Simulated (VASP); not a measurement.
# SiC (P6_3mc) in VASP: notebook, part 2 of 2

VASP 6.6.1. Earlier steps stand in the parts before.

**4. Single point, r2SCAN**

This run uses another cell than the first one, of 10.34 Å³/atom, 0.964 times its volume.

File POSCAR:

```
SiC
1.0
    3.0753362633      0.0000000000      0.0000000000
   -1.5376681316      2.6633193292      0.0000000000
    0.0000000000      0.0000000000      5.0482167569
Si C
2 2
Direct
    0.3333333333      0.6666666667      0.0045985929
    0.6666666667      0.3333333333      0.5045985929
    0.3333333333      0.6666666667      0.3804014071
    0.6666666667      0.3333333333      0.8804014071
```

File INCAR.step1:

```
SYSTEM = SiC
PREC     = Accurate       ! precision mode
ENCUT    = 520            ! plane-wave cutoff, eV
ISMEAR   = -1             ! smearing method
SIGMA    = 0.05           ! smearing width, eV
LREAL    = .FALSE.        ! projectors in reciprocal space
LASPH    = .TRUE.         ! aspherical terms in the spheres
NELM     = 100            ! most SCF steps
NBANDS   = 16             ! bands
GGA      = PE             ! functional
ALGO     = Normal         ! electronic algorithm
EDIFF    = 1E-4           ! SCF threshold, eV
LWAVE    = .TRUE.         ! write WAVECAR
LCHARG   = .FALSE.        ! write CHGCAR
```

File INCAR.step2:

```
SYSTEM = SiC
PREC     = Accurate       ! precision mode
ENCUT    = 520            ! plane-wave cutoff, eV
EDIFF    = 1E-6           ! SCF threshold, eV
ISMEAR   = -1             ! smearing method
SIGMA    = 0.05           ! smearing width, eV
LREAL    = .FALSE.        ! projectors in reciprocal space
LASPH    = .TRUE.         ! aspherical terms in the spheres
NELM     = 100            ! most SCF steps
ALGO     = Normal         ! electronic algorithm
ISIF     = 2              ! what is computed and relaxed
LWAVE    = .FALSE.        ! write WAVECAR
LCHARG   = .FALSE.        ! write CHGCAR
METAGGA  = R2SCAN         ! meta-GGA
LMIXTAU  = .TRUE.       
NBANDS   = 16             ! bands
ISTART   = 1
```

File KPOINTS:

```
regular mesh
0
G
  12 12 6
  0 0 0
```

Potentials or basis: VASP PAW PBE potentials, release 64 (Si, C).

Run with:

```sh
cat potpaw_PBE.64/Si/POTCAR potpaw_PBE.64/C/POTCAR > POTCAR
cp INCAR.step1 INCAR
mpirun -np 1 vasp_std > vasp.out
cp INCAR.step2 INCAR
mpirun -np 1 vasp_std > vasp.out
```

OUTCAR:

```text
SYSTEM = SiC
   PREC = Accurate
   ENCUT = 520
   EDIFF = 1E-6
   ISMEAR = -1
   LREAL = .FALSE.
   LASPH = .TRUE.
   NELM = 100
   ISIF = 2
   METAGGA = R2SCAN
   ISTART = 1

 ion  position               nearest neighbor table
   1  0.333  0.667  0.005-   4 1.88   4 1.88   4 1.88   3 1.90   2 3.09   2 3.09   2 3.09   2 3.09
                             2 3.09   2 3.09
   2  0.667  0.333  0.505-   3 1.88   3 1.88   3 1.88   4 1.90   1 3.09   1 3.09   1 3.09   1 3.09
                             1 3.09   1 3.09
   3  0.333  0.667  0.380-   2 1.88   2 1.88   2 1.88   1 1.90
   4  0.667  0.333  0.880-   1 1.88   1 1.88   1 1.88   2 1.90

  LATTYP: Found a hexagonal cell.
 ALAT       =     3.0753362633
 C/A-ratio  =     1.6415170000

  Lattice vectors:

 A1 = (   3.0753362633,   0.0000000000,   0.0000000000)
 A2 = (  -1.5376681316,   2.6633193292,   0.0000000000)
 A3 = (   0.0000000000,   0.0000000000,   5.0482167569)

Analysis of symmetry for initial positions (statically):
=====================================================================
 Subroutine PRICEL returns:
 Original cell was already a primitive cell.

[... 178 lines left out ...]
 cond. band min:      10.8043339369   @ k =   0.3333   0.3333   0.0000
 fundamental gap:      2.6586931562
 Fermi energy:         9.1032601091

 k-point     1 :       0.0000    0.0000    0.0000
  band No.  band energies     occupation
      1      -8.2092      2.00000
      2      -4.5820      2.00000
      3      -0.8465      2.00000
      4       6.7602      2.00000
      5       6.7603      2.00000
      6       8.0321      2.00000
[... 433 lines left out ...]
      3       0.5510      2.00000
      4       2.3139      2.00000
      5       3.1586      2.00000
      6       5.1622      2.00000
[... 8 lines left out ...]
     15      20.3490      0.00000
     16      21.0761      0.00000

 [... further k-points ...]

------------------------ aborting loop because EDIFF is reached ----------------------------------------

  FORCE on cell =-STRESS in cart. coord.  units (eV):
  Direction    XX          YY          ZZ          XY          YZ          ZX
  --------------------------------------------------------------------------------------
  -------------------------------------------------------------------------------------
  Total       -0.0487435     -0.0487435     -0.0429355     -0.0000000      0.0000000      0.0000000
  in kB       -1.8887469     -1.8887469     -1.6636926     -0.0000000      0.0000000      0.0000000
  external PRESSURE =      -1.8137288 kB  Pullay stress =       0.0000000 kB

 VOLUME and BASIS-vectors are now :
 -----------------------------------------------------------------------------
  energy-cutoff  :      520.00
  volume of cell :       41.35
      direct lattice vectors                 reciprocal lattice vectors
     3.075336263  0.000000000  0.000000000     0.325167694  0.187735655  0.000000000
    -1.537668132  2.663319329  0.000000000     0.000000000  0.375471311  0.000000000
     0.000000000  0.000000000  5.048216757     0.000000000  0.000000000  0.198089751

 POSITION                                       TOTAL-FORCE (eV/Angst)
 -----------------------------------------------------------------------------------
     -0.00000      1.77555      0.02321         0.000000     -0.000000     -0.000072
      1.53767      0.88777      2.54732        -0.000000      0.000000     -0.000072
     -0.00000      1.77555      1.92035        -0.000000     -0.000000      0.000072
      1.53767      0.88777      4.44446         0.000000     -0.000000      0.000072
 -----------------------------------------------------------------------------------
    total drift:                               -0.000000     -0.000000     -0.000138

  FREE ENERGIE OF THE ION-ELECTRON SYSTEM (eV)
  ---------------------------------------------------
  free  energy   TOTEN  =       -38.6379156956 eV

  energy  without entropy=      -38.6379156956  energy(sigma->0) =      -38.63791570
```

OUTCAR.step1:

```text
SYSTEM = SiC
   PREC = Accurate
   ENCUT = 520
   ISMEAR = -1
   LREAL = .FALSE.
   LASPH = .TRUE.
   NELM = 100
[... 688 lines left out ...]
      1.53767      0.88777      2.54732        -0.000000      0.000000      0.002012
     -0.00000      1.77555      1.92035        -0.000000      0.000000     -0.002012
      1.53767      0.88777      4.44446         0.000000     -0.000000     -0.002012
 -----------------------------------------------------------------------------------
    total drift:                               -0.000000     -0.000000      0.000110

  FREE ENERGIE OF THE ION-ELECTRON SYSTEM (eV)
  ---------------------------------------------------
  free  energy   TOTEN  =       -30.1031110255 eV

  energy  without entropy=      -30.1031110254  energy(sigma->0) =      -30.10311103
```

It took 54 s on 1 thread of Intel Xeon 6975P-C (Granite Rapids), shared host; peak memory 0.18 GiB.

What came out:

```yaml
Free_energy: -38.6379 eV
Pressure: -0.2 GPa
Band_gap_on_the_k_mesh: 2.66 eV, indirect (least direct gap 4.48 eV)
```

Caveat: the PAW data sets were made with another functional, which shifts forces and pressure a little.

**5. Single point, r2SCAN (in-plane strain -0.02, then relaxed in part)**

File POSCAR:

```
SiC
1.0
    3.0138295380      0.0000000000      0.0000000000
   -1.5069147690      2.6100529426      0.0000000000
    0.0000000000      0.0000000000      5.0662946599
Si C
2 2
Direct
    0.3333333333      0.6666666667      0.0058843614
    0.6666666667      0.3333333333      0.5058843614
    0.3333333333      0.6666666667      0.3791156386
    0.6666666667      0.3333333333      0.8791156386
```

File INCAR.step1:

```
PREC = Accurate
ENCUT = 520
ISMEAR = 0
SIGMA = 0.01
LREAL = F
LASPH = T
NELM = 80
NBANDS = 16
GGA = PE
ALGO = Normal
EDIFF = 1E-4
LWAVE = T
LCHARG = F
```

File INCAR.step2:

```
PREC = Accurate
ENCUT = 520
EDIFF = 1E-6
ISMEAR = 0
SIGMA = 0.01
LREAL = F
LASPH = T
NELM = 80
ALGO = Normal
ISIF = 2
LWAVE = F
LCHARG = T
METAGGA = R2SCAN
LMIXTAU = T
LELF = T
LVHAR = T
NBANDS = 16
ISTART = 1
```

File KPOINTS:

```
Automatic mesh
0
Gamma
  8 8 6
```

Run with:

```sh
cat potpaw_PBE.64/Si/POTCAR potpaw_PBE.64/C/POTCAR > POTCAR
cp INCAR.step1 INCAR
mpirun -np 1 vasp_std > vasp.out
cp INCAR.step2 INCAR
mpirun -np 1 vasp_std > vasp.out
```

Run time: 61 s. Hardware: 1 thread of Intel Xeon Platinum 8559C (Emerald Rapids), shared host; peak memory 0.16 GiB.

Results (log left out):

| Quantity | Value |
| --- | --- |
| Free energy | -38.5699 eV |
| Pressure | 8.9 GPa |
| Band gap on the k mesh | 2.68 eV, indirect (least direct gap 4.76 eV) |

Forces in eV/Å, atoms in the order of the input:
```
Si   0.000  0.000 -0.002
Si   0.000  0.000 -0.002
C    0.000  0.000  0.002
C    0.000  0.000  0.002
```

Stress tensor (GPa, compression positive):
```
13.55  0.00  0.00
 0.00 13.55  0.00
 0.00  0.00 -0.26
```

Levels at points of the mesh, in eV from the valence-band top:
```tsv
k point	band 4	band 5	band 6	band 7	band 8	band 9	band 10	band 11	band 12	band 13
(0.00, 0.00, 0.00)	-1.29	-1.29	-0.38	0.00	0.00	6.05	6.59	7.58	7.58	8.71
(0.50, 0.00, 0.00)	-6.83	-5.83	-3.57	-3.47	-1.33	3.43	4.44	7.73	7.78	10.58
(0.00, 0.00, 0.50)	-5.00	-0.69	-0.69	-0.69	-0.69	7.06	7.06	8.24	8.24	8.24
(0.50, 0.00, 0.50)	-8.77	-2.69	-2.69	-2.58	-2.58	3.64	3.64	5.85	5.85	11.21
```

Caveat: the cell differs from its parent crystal (in-plane strain -0.02, then relaxed in part); the PAW data sets were made with another functional, which shifts forces and pressure a little. A k mesh can miss the band edges.

**6. Summary**

```tsv
cell	k mesh	smearing	gap on the mesh (eV)	pressure (GPa)
a = 3.137, b = 3.137, c = 5.032 Å, angles 90.0, 90.0, 120.0°, 4 atoms	8 × 8 × 6	gaussian 0.01 eV	2.94	-7.9
a = 3.075, b = 3.075, c = 5.048 Å, angles 90.0, 90.0, 120.0°, 4 atoms	12 × 12 × 6	fermi-dirac 0.05 eV	2.66	-0.2
a = 3.014, b = 3.014, c = 5.066 Å, angles 90.0, 90.0, 120.0°, 4 atoms	8 × 8 × 6	gaussian 0.01 eV	2.68	8.9
```

Alike in all rows: task single point; level r2SCAN; potentials or basis VASP PAW PBE potentials, release 64 (Si, C); no spin polarisation; cutoff (eV) 520.

Caveats: the PAW data sets were made with another functional, which shifts forces and pressure a little.

Total energies depend on the potentials used, so only differences within one code and one set of settings carry meaning.
